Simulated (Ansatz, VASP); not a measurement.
H18CO9 in VASP and in Ansatz

```
CELL_PARAMETERS angstrom
6.70176 0.00000 0.00000
0.00000 6.70176 0.00000
0.00000 0.00000 6.70176
ATOMIC_POSITIONS crystal
O 0.47442 0.03379 0.79159
O 0.51602 0.90516 0.41521
O 0.06011 0.47500 0.13221
O 0.35183 0.75427 0.05631
O 0.12370 0.22482 0.81234
O 0.84200 0.97141 0.94615
O 0.77776 0.18864 0.29011
O 0.10768 0.50723 0.52520
O 0.70081 0.58961 0.84130
H 0.47755 0.98040 0.65462
H 0.61288 0.03080 0.84038
H 0.59195 0.02060 0.36751
H 0.44265 0.85792 0.29892
H 0.13488 0.59206 0.08803
H 0.08307 0.37782 0.02441
H 0.37963 0.86011 0.95779
H 0.45325 0.65594 0.02727
H 0.26228 0.17671 0.81216
H 0.11510 0.31755 0.69924
H 0.95279 0.03469 0.87411
H 0.83726 0.82928 0.91703
H 0.80907 0.32251 0.24608
H 0.81896 0.10503 0.17824
H 0.15737 0.64144 0.53562
H 0.09953 0.47885 0.38118
H 0.71901 0.62072 0.54276
H 0.63836 0.37026 0.64619
C 0.68906 0.52477 0.67262
```

Alike in both runs: functional r2SCAN; k mesh 1 × 1 × 1; occupations fermi-dirac, width 0.05 eV; no spin polarisation.

Ansatz relaxed the structure, and its values are those at the end. VASP's run is a single point on that final structure, the one shown.

|  | VASP | Ansatz |
| --- | --- | --- |
| version | VASP 6.6.1 | Ansatz 0.2.0 |
| potentials or method | VASP PAW PBE potentials, release 64 (O, H, C), cutoff 520 eV | scalar-relativistic, plane waves, PAW |
| valence electrons in the cell | 76 | 76 |

```tsv
	VASP	Ansatz	Ansatz less VASP
gap on the k mesh at the Fermi level (eV)	4.38	4.37	-0.007
rms of the force components (eV/Å)	0.129	0.064	-0.0651
```

VASP's potentials were made for PBE, not for r2SCAN. One of these differences is far larger than is usual between the two programs; its cause wasn't traced. Ansatz's warnings: xc potential rough in thin density.

Noted on VASP's run: the standard files for N, O and F lose accuracy on very short bonds.
